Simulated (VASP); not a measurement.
RuWO4: single point with PBE

RuWO4:

```
O Ru W
1.0
    -0.01557   -4.81531    2.89944
    -4.81529   -0.01559    2.89941
    -4.81413   -4.81411   -2.87363
O Ru W
12 3 3
Direct
  0.22732 0.22589 0.48548
  0.57991 0.57845 0.13752
  0.89346 0.89201 0.78563
  0.08310 0.08166 0.20244
  0.43678 0.43532 0.85008
  0.77313 0.77166 0.53393
  0.61309 0.03762 0.17547
  0.94860 0.37489 0.83560
  0.31173 0.71701 0.48818
  0.03907 0.61165 0.17547
  0.37636 0.94715 0.83559
  0.71844 0.31026 0.48817
  0.33205 0.33060 0.66857
  0.98923 0.98777 0.00455
  0.33311 0.33166 0.16690
  0.68623 0.68477 0.32190
  0.64692 0.64547 0.85009
  0.01926 0.01781 0.48483
```

* Program: VASP 6.6.1
* Task: single point
* Functional: PBE
* Potentials or basis: VASP PAW PBE potentials, release 64 (O, Ru_pv, W_sv)
* Cutoff: 520 eV
* k mesh: 3 × 3 × 2, shifted
* Occupations: gaussian, width 0.1 eV
* Spin: no spin polarisation
* Dipole correction: no
* Further INCAR settings: LREAL = Auto; ALGO = Normal; EDIFF = 1e-06; NBANDS = 93; ISYM = 0

| Item | Value |
| --- | --- |
| Pressure | 1.3 GPa |
| Largest force | 0.225 eV/Å |
| Band gap on the k mesh | 0.31 eV (least direct gap 0.48 eV) |

Forces in eV/Å, atoms in the order of the input:
```
O   -0.123 -0.123  0.143
O   -0.027 -0.026 -0.102
O   -0.092 -0.094 -0.021
O    0.101  0.099  0.116
O    0.114  0.115 -0.126
O   -0.005 -0.005  0.007
O   -0.103  0.108  0.098
O    0.085 -0.078 -0.010
O    0.029 -0.023 -0.062
O    0.110 -0.104  0.099
O   -0.081  0.087 -0.010
O   -0.024  0.026 -0.061
Ru  -0.007 -0.006 -0.005
Ru   0.024  0.024  0.107
Ru   0.007  0.007  0.014
W   -0.020 -0.020 -0.174
W   -0.014 -0.014  0.151
W    0.027  0.026 -0.164
```

Stress tensor (GPa, compression positive):
```
 1.28 -0.05 -0.01
-0.05  1.28 -0.01
-0.01 -0.01  1.49
```

Levels at points of the mesh, in eV from the valence-band top:
| k point | band 75 | band 76 | band 77 | band 78 | band 79 | band 80 | band 81 | band 82 |
| --- | --- | --- | --- | --- | --- | --- | --- | --- |
| (0.00, 0.00, 0.25) | -0.69 | -0.68 | -0.54 | -0.54 | 0.31 | 0.42 | 0.63 | 0.94 |

Run time: 3.2 min on 1 thread of Intel(R) Xeon(R) 6975P-C (Granite Rapids), with other jobs on the host, peak memory 0.35 GiB.

Caveat: the k points lie up to 0.48 Å⁻¹ apart; spin-orbit coupling is left out, which moves the levels of the heavy elements; a shifted mesh leaves out Γ, where band edges can lie. A k mesh can miss the band edges.
